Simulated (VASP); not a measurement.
Set up this calculation in VASP 6.6.1, as the native input.

```
Task                   : single point
Functional             : PBE
Potentials or basis    : VASP PAW PBE potentials, release 64 (Ba_sv, Te)
Cutoff                 : 520 eV
k mesh                 : 11 × 11 × 11
Occupations            : fermi-dirac, width 0.05 eV
Spin                   : no spin polarisation
Dipole correction      : no
Further INCAR settings : ALGO = Normal; EDIFF = 1e-06; NBANDS = 15
```

The structure of BaTe (zincblende type) lies in POSCAR:

```
BaTe
1.0
    0.0000000000      3.9423971470      3.9423971470
    3.9423971470      0.0000000000      3.9423971470
    3.9423971470      3.9423971470      0.0000000000
Ba Te
1 1
Direct
    0.0000000000      0.0000000000      0.0000000000
    0.2500000000      0.2500000000      0.2500000000
```

These files were run (other wordings do the same):

INCAR

```
SYSTEM = BaTe
PREC     = Accurate       ! precision mode
ENCUT    = 520            ! plane-wave cutoff, eV
EDIFF    = 1E-6           ! SCF threshold, eV
ISMEAR   = -1             ! smearing method
SIGMA    = 0.05           ! smearing width, eV
LREAL    = .False.        ! projectors in reciprocal space
LASPH    = .True.         ! aspherical terms in the spheres
NELM     = 100            ! most SCF steps
ALGO     = Normal         ! electronic algorithm
ISIF     = 2              ! what is computed and relaxed
LWAVE    = .False.        ! write WAVECAR
LCHARG   = .False.        ! write CHGCAR
GGA      = PE             ! functional
NBANDS   = 15             ! bands
```

KPOINTS

```
regular mesh
0
Gamma
  11 11 11
  0 0 0
```

Potentials or basis: VASP PAW PBE potentials, release 64 (Ba_sv, Te).

Command:

```sh
$ cat potpaw_PBE.64/Ba_sv/POTCAR potpaw_PBE.64/Te/POTCAR > POTCAR
$ mpirun -np 1 vasp_std > vasp.out
```

It gave:

```yaml
Pressure: -0.2 GPa
Band_gap_on_the_k_mesh: 2.56 eV (least direct gap 2.94 eV)
```

Caveat: spin-orbit coupling is left out, which moves the levels of the heavy elements; an odd mesh through Γ misses points on the zone boundary, where band edges can lie.

It took 3.5 min on 1 thread of Intel Xeon 8259CL (shared host), peak memory 0.32 GiB.
